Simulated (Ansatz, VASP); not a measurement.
# HgTe: VASP beside Ansatz

```
Hg Te
1.0
     0.02922    2.93611    2.93611
     2.93611    0.02922    2.93611
     2.93611    2.93611    0.02922
Hg Te
1 1
Direct
  0.00000 0.00000 0.00000
  0.50000 0.50000 0.50000
```

Change from the starting cell: equal xy, yz and zx shear strains of +1 %.

Alike in both runs: task single point; functional PBEsol; k mesh 12 × 12 × 12; occupations fermi-dirac, width 0.08 eV; no spin polarisation.

|  | VASP | Ansatz |
| --- | --- | --- |
| version | VASP 6.6.1 | Ansatz 0.2.0 |
| potentials or method | VASP PAW PBE potentials, release 64 (Hg, Te), cutoff 520 eV | all-electron LAPW, scalar-relativistic |

Ansatz gave:

| Item | Value |
| --- | --- |
| pressure (GPa) | 6.1 |
| traceless stress, the component that is largest in VASP (GPa) | -0.15 |

**Question.** Estimate VASP's values.

**Answer.** Pressure (GPa): 6.4; traceless stress, the component that is largest in VASP (GPa): -0.14.

VASP's potentials were made for PBE, not for PBEsol. Ansatz ran all-electron here, and VASP with PAW potentials.

Neither program's run includes spin-orbit coupling.
